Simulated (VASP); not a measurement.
A run of VASP 6.6.1 is set up as follows.

POSCAR

```
SrO
1.0
    0.0000000000      2.5663000000      2.5663000000
    2.5663000000      0.0000000000      2.5663000000
    2.5663000000      2.5663000000      0.0000000000
Sr O
1 1
Direct
    0.5000000000      0.5000000000      0.5000000000
    0.0000000000      0.0000000000      0.0000000000
```

INCAR.step1

```
SYSTEM = SrO
ALGO = Normal ; EDIFF = 1E-5
ENCUT = 600 ; GGA = PE
ISMEAR = -1 ; LASPH = .True.
LCHARG = .False. ; LREAL = .False.
LWAVE = .True. ; NBANDS = 15
NELM = 60 ; PREC = Accurate
SIGMA = 0.05
```

The input INCAR.step2:

```
SYSTEM = SrO
AEXX = 0.25 ; ALGO = Normal
EDIFF = 1E-6 ; EDIFFG = -0.01
ENCUT = 600 ; GGA = PS
HFSCREEN = 0.207 ; IBRION = 2
ISIF = 3 ; ISMEAR = -1
ISTART = 1 ; LASPH = .True.
LCHARG = .False. ; LHFCALC = .True.
LREAL = .False. ; LWAVE = .False.
NELM = 60 ; NSW = 60
PREC = Accurate ; PRECFOCK = Normal
SIGMA = 0.05
```

The input KPOINTS:

```
k-points
0
Gamma
  5 5 5
  0 0 0
```

Potentials or basis: VASP PAW PBE potentials, release 64 (Sr_sv, O).

Run with:

```console
$ cat potpaw_PBE.64/Sr_sv/POTCAR potpaw_PBE.64/O/POTCAR > POTCAR
$ cp INCAR.step1 INCAR
$ mpirun -np 1 vasp_std > vasp.out
$ cp INCAR.step2 INCAR
$ mpirun -np 1 vasp_std > vasp.out
```

Problem. Predict the relaxed volume.

Solution. 16.70 Å³/atom.

Problem. What does it give for the band gap on the k mesh?

Solution. 4.84 eV, indirect (least direct gap 4.95 eV).

Final structure:
```
Sr O
1.0
     0.00000    2.55600    2.55600
     2.55600    0.00000    2.55600
     2.55600    2.55600    0.00000
Sr O
1 1
Direct
  0.50000 0.50000 0.50000
  0.00000 0.00000 0.00000
```

Caveat: the k points lie up to 0.43 Å⁻¹ apart in the final cell; the PAW data sets were made with another functional, which shifts forces and pressure a little. A k mesh can miss the band edges.
